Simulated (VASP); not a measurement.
PbO, 8 atoms in the cell. Symmetry: Pbcm, No. 57, orthorhombic system. Conventional cell: a = 5.685 Å, b = 5.364 Å, c = 4.713 Å, α = 90.00°, β = 90.00°, γ = 90.00°. Within 2.9 Å of Pb (site symmetry m) lie 4 O at 2.23 to 2.45 Å. O (site symmetry m) has 5 Pb at 2.23 to 3.22 Å and 6 O at 2.95 to 3.14 Å within 3.3 Å. 

| Property | Result |
| --- | --- |
| Program | VASP 6.6.1 |
| Task | relaxation of shape and atoms at fixed volume |
| Functional | PBE |
| Dispersion | D3(BJ) |
| Potentials or basis | VASP PAW PBE potentials, release 64 (Pb_d, O) |
| Cutoff | 600 eV |
| k mesh | 4 × 6 × 6 |
| Occupations | gaussian, width 0.05 eV |
| Spin | no spin polarisation |
| Dipole correction | no |
| Further INCAR settings | ALGO = Normal; EDIFF = 1e-07; IBRION = 2; EDIFFG = -0.01; NSW = 60; ISIF = 4 |

Potentials or basis: VASP PAW PBE potentials, release 64 (Pb_d, O).

Command:

```sh
$ cat potpaw_PBE.64/Pb_d/POTCAR potpaw_PBE.64/O/POTCAR > POTCAR
$ mpirun -np 1 vasp_std > vasp.out
```

Hardware: 1 thread of Oxide Virtual Turin-like Processor, with other jobs on the host.

**Question.** How long does it take, and how much memory?

**Answer.** Wall time 57 min on 1 thread of Oxide Virtual Turin-like Processor, with other jobs on the host, peak memory 0.49 GiB. Counts: scf iterations 119, k points 48, ion steps 14.
